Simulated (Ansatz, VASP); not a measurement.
# One calculation of Ti, two programs

File INCAR:

```
  ALGO = Normal
  EDIFF = 1E-7
  ENCUT = 520
  GGA = PE
  ISIF = 2
  ISMEAR = -1
  LASPH = True
  LCHARG = True
  LELF = True
  LREAL = False
  LVHAR = True
  LWAVE = False
  NBANDS = 12
  NELM = 80
  PREC = Accurate
  SIGMA = 0.08
```

The input KPOINTS:

```
k-points
0
Gamma
  18 18 18
```

POSCAR

```
Ti
1.0
    0.0000000000      2.0005975789      2.0005975789
    2.0005975789      0.0000000000      2.0005975789
    2.0005975789      2.0005975789      0.0000000000
Ti
1
Direct
    0.0000000000      0.0000000000      0.0000000000
```

Input for Ansatz:

```yaml
crystal:
  lattice:
    - [0.0, 2.0005975789, 2.0005975789]
    - [2.0005975789, 0.0, 2.0005975789]
    - [2.0005975789, 2.0005975789, 0.0]
  atoms:
    - { symbol: Ti, position: [0.0, 0.0, 0.0] }
kpoints:
  mp_grid: { grid: [18, 18, 18] }
  band_path:
    path:
      - [0.0, 0.0, 0.0]
      - [0.5, 0.0, 0.5]
      - [0.625, 0.25, 0.625]
      - [0.375, 0.375, 0.75]
      - [0.0, 0.0, 0.0]
      - [0.5, 0.5, 0.5]
      - [0.5, 0.25, 0.75]
      - [0.5, 0.0, 0.5]
    npoints: 8
scf:
  occupations: { method: fermi_dirac, width: 0.08 }
hamiltonian:
  xc: pbe
  pseudopotentials: { kind: all_electron, lapw: { basis_error: 0.001 } }
output:
  forces: true
  stress: true
  eigenvalues: true
  populations: true
  dos: { projected: true, de: 0.2, e_range: [-14, 8] }
```

Change from the starting cell: volume scaled by 0.92, LAPW.

Alike in both runs: task single point; functional PBE; k mesh 18 × 18 × 18; occupations fermi-dirac, width 0.08 eV; no spin polarisation.

```csv
,VASP,Ansatz
version,VASP 6.6.1,Ansatz 0.2.0
potentials or method,"VASP PAW PBE potentials, release 64 (Ti_sv), cutoff 520 eV","all-electron LAPW, scalar-relativistic"
```

```csv
,VASP,Ansatz,Ansatz less VASP
pressure (GPa),9.9,10.3,+0.40
```

Ansatz ran all-electron here, and VASP with PAW potentials.
